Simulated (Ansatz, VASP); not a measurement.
Two plane-wave programs on BP

```
CELL_PARAMETERS angstrom
0.00000 2.26832 2.26832
2.26832 0.00000 2.26832
2.26832 2.26832 0.00000
ATOMIC_POSITIONS crystal
B 0.00000 0.00000 0.00000
P 0.25000 0.25000 0.25000
```

Alike in both runs: task single point; functional HSE06; k mesh 4 × 4 × 4; no spin polarisation.

|  | VASP | Ansatz |
| --- | --- | --- |
| version | VASP 6.6.1 | Ansatz 0.2.0 |
| potentials or method | VASP PAW PBE potentials, release 64 (B, P) | plane waves |
| plane-wave cutoff (eV) | 520 | 420 |
| occupations | gaussian, width 0.01 eV | fixed |
| valence electrons in the cell | 8 | 8 |

```csv
,VASP,Ansatz,Ansatz less VASP
gap on the k mesh at the Fermi level (eV),2.09,2.10,+0.004
pressure (GPa),-0.9,-0.4,+0.56
```

Ansatz's warnings: stress exchange threshold loose, stress scf threshold loose.

The k mesh is coarse, so the values compare programs but aren't converged.
